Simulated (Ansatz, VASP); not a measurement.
**Ti in VASP and in Ansatz**

The input INCAR:

```
  PREC = Accurate
  ENCUT = 520
  EDIFF = 1E-6
  ISMEAR = 0
  SIGMA = 0.15
  LREAL = F
  LASPH = T
  NELM = 100
  ALGO = Fast
  ISIF = 2
  LWAVE = F
  LCHARG = F
  GGA = PS
  NBANDS = 19
```

KPOINTS

```
Automatic mesh
0
Gamma
  24 24 14
```

File POSCAR:

```
Ti
1.0
    2.9004352003      0.0000000000      0.0000000000
   -1.4502176001      2.5118505655      0.0000000000
    0.0000000000      0.0000000000      4.5909904468
Ti
2
Direct
    0.3333333333      0.6666666667      0.2500000000
    0.6666666667      0.3333333333      0.7500000000
```

Input for Ansatz:

```yaml
crystal:
  lattice:
    - [2.9004352004, 0.0, 0.0]
    - [-1.4502176002, 2.5118505656, 0.0]
    - [0.0, 0.0, 4.5909904469]
  atoms:
    - { symbol: Ti, position: [0.3333333333, 0.6666666667, 0.25] }
    - { symbol: Ti, position: [0.6666666667, 0.3333333333, 0.75] }
basis:
  ecutwfc: 420
kpoints:
  mp_grid: { grid: [24, 24, 14] }
hamiltonian:
  xc: pbesol
scf:
  occupations: { method: gaussian, width: 0.15 }
output:
  forces: true
  stress: true
  eigenvalues: true
  write_density: true
  write_potential: true
  elf: true
  volumetric_format: npy
```

Alike in both runs: task single point; functional PBEsol; k mesh 24 × 24 × 14; occupations gaussian, width 0.15 eV; no spin polarisation.

```csv
,VASP,Ansatz
version,VASP 6.6.1,Ansatz 0.2.0
potentials or method,"VASP PAW PBE potentials, release 64 (Ti_sv), cutoff 520 eV","scalar-relativistic, plane waves, PAW"
valence electrons in the cell,24,24
```

VASP gave:

* gap on the k mesh at the Fermi level (eV): none
* pressure (GPa): -0.3

Which values does Ansatz return?

gap on the k mesh at the Fermi level (eV): none; pressure (GPa): 0.0.

VASP's potentials were made for PBE, not for PBEsol. A gap of «none» marks a metal or a gap that the smearing closes.
